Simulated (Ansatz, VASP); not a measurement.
# B: VASP beside Ansatz

```
B
1.0
     1.88524    0.00000    0.00000
     0.00000    1.88524    0.00000
     0.00000    0.00000    1.88524
B
1
Direct
  0.50000 0.50000 0.50000
```

Alike in both runs: task electric field gradients; functional PBE; k mesh 14 × 14 × 14; occupations fermi-dirac, width 0.05 eV; no spin polarisation.

```csv
,VASP,Ansatz
version,VASP 6.6.1,Ansatz 0.2.0
potentials or method,"VASP PAW PBE potentials, release 64 (B), cutoff 520 eV",all-electron PAW datasets made for the crystal
```

|  | VASP | Ansatz | Ansatz less VASP |
| --- | --- | --- | --- |
| gap on the k mesh at the Fermi level (eV) | none | none | - |
| pressure (GPa) | 0.4 | 0.4 | -0.03 |

A gap of «none» marks a metal or a gap that the smearing closes. Ansatz ran all-electron here, and VASP with PAW potentials.
